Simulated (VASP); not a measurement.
# Ga (Cmce) in VASP: a series of runs, part 2 of 2

VASP 6.6.1. Earlier steps stand in the parts before.

## 3. Electric field gradients, PBEsol (volume scaled by 0.99)

File INCAR:

```
ALGO = Normal
EDIFF = 1E-8
ENCUT = 520
GGA = PS
ISIF = 2
ISMEAR = -1
LASPH = T
LCHARG = F
LEFG = T
LREAL = F
LWAVE = F
NBANDS = 34
NELM = 60
PREC = Accurate
SIGMA = 0.05
```

File KPOINTS:

```
k-points
0
Gamma
  9 9 8
```

File POSCAR:

```
Ga
1.0
    2.2478069671     -3.8096159580      0.0000000000
    2.2478069671      3.8096159580      0.0000000000
    0.0000000000      0.0000000000      4.5015938671
Ga
4
Direct
    0.1525000000      0.8475000000      0.0785000000
    0.6525000000      0.3475000000      0.4215000000
    0.8475000000      0.1525000000      0.9215000000
    0.3475000000      0.6525000000      0.5785000000
```

Potentials or basis: VASP PAW PBE potentials, release 64 (Ga_d).

Command:

```bash
$ cat potpaw_PBE.64/Ga_d/POTCAR > POTCAR
$ mpirun -np 1 vasp_std > vasp.out
```

OUTCAR:

```text
EDIFF = 1E-8
   ENCUT = 520
   GGA = PS
   ISIF = 2
   ISMEAR = -1
   LASPH = T
   LREAL = F
   NELM = 60
   PREC = Accurate

 ion  position               nearest neighbor table
   1  0.153  0.847  0.078-   3 2.43   4 2.70   4 2.70   2 2.73   2 2.73   3 2.79   3 2.79
   2  0.653  0.347  0.422-   4 2.43   3 2.70   3 2.70   1 2.73   1 2.73   4 2.79   4 2.79
   3  0.847  0.153  0.922-   1 2.43   2 2.70   2 2.70   4 2.73   4 2.73   1 2.79   1 2.79
   4  0.347  0.653  0.578-   2 2.43   1 2.70   1 2.70   3 2.73   3 2.73   2 2.79   2 2.79

  LATTYP: Found a base centered orthorhombic cell.
 ALAT       =     4.4956139342
 B/A-ratio  =     1.6948145520
 C/A-ratio  =     1.0013301705

  Lattice vectors:

 A1 = (   2.2478069671,  -3.8096159580,   0.0000000000)
 A2 = (   2.2478069671,   3.8096159580,   0.0000000000)
 A3 = (   0.0000000000,   0.0000000000,   4.5015938671)

Analysis of symmetry for initial positions (statically):
=====================================================================
 Subroutine PRICEL returns:
 Original cell was already a primitive cell.

 Routine SETGRP: Setting up the symmetry group for a
 base centered orthorhombic supercell.

 Subroutine GETGRP returns: Found  8 space group operations
 (whereof  4 operations were pure point group operations)
 out of a pool of  8 trial point group operations.

The static configuration has the point symmetry C_2h.
 The point group associated with its full space group is D_2h.

Analysis of symmetry for dynamics (positions and initial velocities):
=====================================================================
 Subroutine PRICEL returns:
 Original cell was already a primitive cell.

[... 1052 lines left out ...]
     33      11.7918      0.00000
     34      12.9417      0.00000

 [... further k-points ...]
[... 5 lines left out ...]
  --------------------------------------------------------------------------------------
  -------------------------------------------------------------------------------------
  Total       -0.6367078      0.4770501     -0.6616388      0.0000000     -0.0000000      0.0000000
  in kB      -13.2316575      9.9137516    -13.7497565      0.0000000     -0.0000000      0.0000000
  external PRESSURE =      -5.6892208 kB  Pullay stress =       0.0000000 kB

 VOLUME and BASIS-vectors are now :
 -----------------------------------------------------------------------------
  energy-cutoff  :      520.00
  volume of cell :       77.10
      direct lattice vectors                 reciprocal lattice vectors
     2.247806967 -3.809615958  0.000000000     0.222439029 -0.131246825  0.000000000
     2.247806967  3.809615958  0.000000000     0.222439029  0.131246825  0.000000000
     0.000000000  0.000000000  4.501593867     0.000000000  0.000000000  0.222143541

 POSITION                                       TOTAL-FORCE (eV/Angst)
 -----------------------------------------------------------------------------------
      2.24781      2.64768      0.35338         0.000000     -0.424971      0.119560
      2.24781     -1.16193      1.89742         0.000000     -0.424971     -0.119560
      2.24781     -2.64768      4.14822         0.000000      0.424971     -0.119560
      2.24781      1.16193      2.60417         0.000000      0.424971      0.119560
 -----------------------------------------------------------------------------------
    total drift:                                0.000000      0.000000     -0.000000

  FREE ENERGIE OF THE ION-ELECTRON SYSTEM (eV)
  ---------------------------------------------------
  free  energy   TOTEN  =       -13.3757666831 eV

  energy  without entropy=      -13.3676343714  energy(sigma->0) =      -13.37170053

 Electric field gradients (V/A^2)
---------------------------------------------------------------------
 ion       V_xx      V_yy      V_zz      V_xy      V_xz      V_yz
---------------------------------------------------------------------
   1      29.668   -41.388    11.720    -0.000     0.000    26.224
   2      29.668   -41.388    11.720    -0.000     0.000   -26.224
   3      29.668   -41.388    11.720     0.000     0.000    26.224
   4      29.668   -41.388    11.720    -0.000    -0.000   -26.224
---------------------------------------------------------------------

 Electric field gradients after diagonalization (V/A^2)
 (convention: |V_zz| > |V_xx| > |V_yy|)
----------------------------------------------------------------------
 ion       V_xx      V_yy      V_zz     asymmetry (V_yy - V_xx)/ V_zz
----------------------------------------------------------------------
   1      29.668    22.486   -52.154       0.138
   2      29.668    22.486   -52.154       0.138
   3      29.668    22.486   -52.154       0.138
   4      29.668    22.486   -52.154       0.138
----------------------------------------------------------------------

           NMR quadrupolar parameters

 Cq : quadrupolar parameter    Cq=e*Q*V_zz/h
 eta: asymmetry parameters     (V_yy - V_xx)/ V_zz
 Q  : nuclear electric quadrupole moment in mb (millibarn)
----------------------------------------------------------------------
 ion       Cq(MHz)       eta       Q (mb)
----------------------------------------------------------------------
   1      -0.126       0.138       1.000
   2      -0.126       0.138       1.000
   3      -0.126       0.138       1.000
   4      -0.126       0.138       1.000
----------------------------------------------------------------------
```

stdout:

```text
POSCAR found type information on POSCAR Ga
 POSCAR found :  1 types and       4 ions
 scaLAPACK will be used
 -----------------------------------------------------------------------------
|                                                                             |
|                                                                             |
|     You enforced a specific xc type in the INCAR file but a different       |
|     I HOPE YOU KNOW WHAT YOU ARE DOING!                                     |
|                                                                             |
 -----------------------------------------------------------------------------

 LDA part: xc-table for (Slater+PW92), standard interpolation
 POSCAR, INCAR and KPOINTS ok, starting setup
 FFT: planning ... GRIDC
 FFT: planning ... GRID_SOFT
 FFT: planning ... GRID
 WAVECAR not read
 entering main loop
ion   1

ion   2

ion   3

ion   4
```

It took 4.7 min on 1 thread of Intel Xeon 6975P-C, shared host; peak memory 0.36 GiB.

What came out:

- Free energy: -13.3758 eV
- Pressure: -0.6 GPa
- Largest force: 0.441 eV/Å
- Band gap on the k mesh: zero (band 26 reaches 5.44 eV, above the bottom of band 27 at 4.16 eV)

Forces on the atoms (eV/Å):
```
Ga   0.000 -0.425  0.120
Ga   0.000 -0.425 -0.120
Ga   0.000  0.425 -0.120
Ga   0.000  0.425  0.120
```

Stress tensor (GPa, compression positive):
```
-1.32  0.00  0.00
 0.00  0.99  0.00
 0.00  0.00 -1.37
```

Levels at points of the mesh, in eV from the Fermi level:
```
           k point  band 24  band 25  band 26  band 27  band 28  band 29
(0.00, 0.00, 0.00)    -1.65    -1.59    -0.89     0.91     0.95     0.98
(0.00, 0.00, 0.50)    -0.13     0.01     0.01     0.12     0.12     2.17
```

Electric field gradients, principal values (V/Å²):
```tsv
atom	least	middle	greatest (by size)
1 Ga	22.486	29.668	-52.154
2 Ga	22.486	29.668	-52.154
3 Ga	22.486	29.668	-52.154
4 Ga	22.486	29.668	-52.154
```

Caveat: without QUAD_EFG the Cq values of the log hold for a quadrupole moment of 1 mb, not for the nuclei; the PAW data sets were made with another functional, which shifts forces and pressure a little.
